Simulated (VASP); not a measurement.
**Al3Pd: single point with PBEsol**

Al3Pd:

```
Pd Al
1.0
     3.94691    0.00000    0.00000
     0.00000    3.94691    0.00000
     0.00000    0.00000    3.94691
Pd Al
1 3
Direct
  0.00000 0.00000 0.00000
  0.50000 0.50000 0.00000
  0.50000 0.00000 0.50000
  0.00000 0.50000 0.50000
```

| Quantity | Value |
| --- | --- |
| Program | VASP 6.6.1 |
| Task | single point |
| Functional | PBEsol |
| Potentials or basis | VASP PAW PBE potentials, release 64 (Pd, Al) |
| Cutoff | 520 eV |
| k mesh | 7 × 7 × 7 |
| Occupations | fermi-dirac, width 0.05 eV |
| Spin | no spin polarisation |

```
Pressure : -1.8 GPa
```

Levels at points of the mesh, in eV from the Fermi level:
```
           k point  band 7  band 8  band 9  band 10  band 11  band 12
(0.00, 0.00, 0.00)   -2.34   -2.34   -2.34     0.01     1.76     1.76
```

It took 18 s on 1 thread of Intel(R) Xeon(R) Platinum 8488C (Sapphire Rapids), on a shared host, peak memory 0.17 GiB.

Caveat: the PAW data sets were made with another functional, which shifts forces and pressure a little.
